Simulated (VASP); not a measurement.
Crystal: TlBr.

```
Tl Br
1.0
     3.97000    0.00000    0.00000
     0.00000    3.97000    0.00000
     0.00000    0.00000    3.97000
Tl Br
1 1
Direct
  0.00000 0.00000 0.00000
  0.50000 0.50000 0.50000
```

Base run:

| Property | Result |
| --- | --- |
| Program | VASP 6.6.1 |
| Functional | r2SCAN |
| Potentials or basis | VASP PAW PBE potentials, release 64 (Tl_d, Br) |
| Cutoff | 440 eV |
| k mesh | 8 × 8 × 8 |
| Occupations | fermi-dirac, width 0.03 eV |
| Spin | no spin polarisation |

Its results: band gap on the k mesh 2.28 eV, direct; pressure 0.5 GPa.

Question: The run is repeated on the same cell with these changes: functional from r2SCAN to PBEsol; cutoff from 440 eV to 400 eV. What comes out?

Answer: Band gap on the k mesh 1.71 eV, direct; pressure -1.1 GPa.

r2SCAN gives the wider gap, since meta-GGAs in the generalised Kohn-Sham scheme recover part of the derivative discontinuity.

Caveats: the PAW data sets were made with another functional, which shifts forces and pressure a little; spin-orbit coupling is left out, which moves the levels of the heavy elements.

A k mesh can miss the band edges.
